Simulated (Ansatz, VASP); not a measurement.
# Ba2TaS4: VASP beside Ansatz

The input INCAR:

```
PREC = Accurate
ENCUT = 520
EDIFF = 1E-7
ISMEAR = 0
SIGMA = 0.1
LREAL = False
LASPH = True
NELM = 150
ALGO = Normal
ISIF = 2
LWAVE = False
LCHARG = False
ISPIN = 2
MAGMOM = 0 0 1 0 0 0 0
LORBIT = 11
LMAXMIX = 4
GGA = PE
NBANDS = 40
```

Contents of KPOINTS:

```
regular mesh
0
Gamma
  6 6 2
```

Contents of POSCAR:

```
Ba2TaS4
1.0
    5.2984484700      0.0000000000      0.0000000000
   -2.6492242300      4.5885909700      0.0000000000
    0.0000000000      0.0000000000      8.7619060400
Ba Ta S
2 1 4
Direct
    0.0000000000      0.0000000000      0.7790749100
    0.0000000000      0.0000000000      0.2209250900
    0.0000000000      0.0000000000      0.5000000000
    0.5000000000      0.0000000000      0.5000000000
    0.0000000000      0.5000000000      0.5000000000
    0.5000000000      0.5000000000      0.5000000000
    0.0000000000      0.0000000000      0.0000000000
```

Input for Ansatz:

```yaml
crystal:
  lattice:
    - [5.29844847, 0.0, 0.0]
    - [-2.64922423, 4.58859097, 0.0]
    - [0.0, 0.0, 8.76190604]
  atoms:
    - { symbol: Ba, position: [0.0, 0.0, 0.77907491] }
    - { symbol: Ba, position: [0.0, 0.0, 0.22092509] }
    - { symbol: Ta, position: [0.0, 0.0, 0.5], spin: 1.0 }
    - { symbol: S, position: [0.5, 0.0, 0.5] }
    - { symbol: S, position: [0.0, 0.5, 0.5] }
    - { symbol: S, position: [0.5, 0.5, 0.5] }
    - { symbol: S, position: [0.0, 0.0, 0.0] }
basis:
  ecutwfc: 420
kpoints:
  mp_grid: { grid: [6, 6, 2] }
hamiltonian:
  xc: pbe
scf:
  occupations: { method: gaussian, width: 0.1 }
  lower_state_search: "off"
output:
  forces: true
  stress: true
  eigenvalues: true
  populations: true
magnetization:
  spin_polarized: true
```

Alike in both runs: task single point; functional PBE; k mesh 6 × 6 × 2; occupations gaussian, width 0.1 eV; collinear spin.

```csv
,VASP,Ansatz
version,VASP 6.6.1,Ansatz 0.2.0
potentials or method,"VASP PAW PBE potentials, release 64 (Ba_sv, Ta_pv, S), cutoff 520 eV","scalar-relativistic, plane waves, PAW"
valence electrons in the cell,55,57
```

```tsv
	VASP	Ansatz	Ansatz less VASP
gap on the k mesh at the Fermi level (eV)	none	none	-
rms of the force components (eV/Å)	6.371	5.910	-0.4610
net moment per atom (μB)	0.00	0.05	+0.055
size of the moment on the site where the two differ most (μB)	0.00	0.14	+0.138
```

Site moments also hang on the region over which each program counts them. Atom by atom the forces differ by 0.461 eV/Å (rms over components). A gap of «none» marks a metal or a gap that the smearing closes. VASP's potentials hold 55 valence electrons a cell and Ansatz's 57, so a difference there can come from the potentials and not from the codes.

Spin-orbit coupling is off throughout.
